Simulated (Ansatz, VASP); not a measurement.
**One calculation of Ta5Ru, two programs**

Contents of INCAR:

```
  PREC = Accurate
  ENCUT = 520
  EDIFF = 1E-6
  ISMEAR = 0
  SIGMA = 0.2
  LREAL = False
  LASPH = True
  NELM = 80
  ALGO = Fast
  ISIF = 2
  LWAVE = False
  LCHARG = False
  GGA = PE
  NBANDS = 81
```

File KPOINTS:

```
Automatic mesh
0
Gamma
  6 4 2
```

POSCAR

```
Ta5Ru
1.0
    3.2396557000      0.0000000000      0.0000000000
    0.0000000000      6.4793114000      0.0000000000
    0.0000000000      0.0000000000      9.9719352000
Ta Ru
10 2
Direct
    0.0000000000      0.0000000000      0.1698730000
    0.0000000000      0.5000000000      0.1698730000
    0.5000000000      0.2500000000      0.3413100000
    0.5000000000      0.7500000000      0.3413100000
    0.5000000000      0.2500000000      0.6586900000
    0.5000000000      0.7500000000      0.6586900000
    0.0000000000      0.0000000000      0.8301270000
    0.0000000000      0.5000000000      0.8301270000
    0.5000000000      0.2500000000      0.0000000000
    0.5000000000      0.7500000000      0.0000000000
    0.0000000000      0.0000000000      0.5000000000
    0.0000000000      0.5000000000      0.5000000000
```

Input for Ansatz:

```yaml
crystal:
  lattice:
    - [3.2396557, 0.0, 0.0]
    - [0.0, 6.4793114, 0.0]
    - [0.0, 0.0, 9.9719352]
  atoms:
    - { symbol: Ta, position: [0.0, 0.0, 0.169873] }
    - { symbol: Ta, position: [0.0, 0.5, 0.169873] }
    - { symbol: Ta, position: [0.5, 0.25, 0.34131] }
    - { symbol: Ta, position: [0.5, 0.75, 0.34131] }
    - { symbol: Ta, position: [0.5, 0.25, 0.65869] }
    - { symbol: Ta, position: [0.5, 0.75, 0.65869] }
    - { symbol: Ta, position: [0.0, 0.0, 0.830127] }
    - { symbol: Ta, position: [0.0, 0.5, 0.830127] }
    - { symbol: Ta, position: [0.5, 0.25, 0.0] }
    - { symbol: Ta, position: [0.5, 0.75, 0.0] }
    - { symbol: Ru, position: [0.0, 0.0, 0.5] }
    - { symbol: Ru, position: [0.0, 0.5, 0.5] }
basis:
  ecutwfc: 420
kpoints:
  mp_grid: { grid: [6, 4, 2] }
hamiltonian:
  xc: pbe
scf:
  occupations: { method: gaussian, width: 0.2 }
  lower_state_search: "off"
output:
  forces: true
  stress: true
  eigenvalues: true
```

Alike in both runs: task single point; functional PBE; k mesh 6 × 4 × 2; occupations gaussian, width 0.2 eV; no spin polarisation.

|  | VASP | Ansatz |
| --- | --- | --- |
| version | VASP 6.6.1 | Ansatz 0.2.0 |
| potentials or method | VASP PAW PBE potentials, release 64 (Ta_pv, Ru_pv), cutoff 520 eV | scalar-relativistic, plane waves, PAW |
| valence electrons in the cell | 138 | 162 |

Ansatz gave:

| Property | Result |
| --- | --- |
| gap on the k mesh at the Fermi level (eV) | none |
| pressure (GPa) | 0.2 |
| traceless stress, the component that is largest in VASP (GPa) | 0.19 |
| rms of the force components (eV/Å) | 0.010 |

Question: Which values does VASP return?

Answer: gap on the k mesh at the Fermi level (eV): none; pressure (GPa): 0.3; traceless stress, the component that is largest in VASP (GPa): 0.19; rms of the force components (eV/Å): 0.011.

Atom by atom the forces differ by 0.001 eV/Å (rms over components). A gap of «none» marks a metal or a gap that the smearing closes. VASP's potentials hold 138 valence electrons a cell and Ansatz's 162, so a difference there can come from the potentials and not from the codes.

Neither program's run includes spin-orbit coupling.
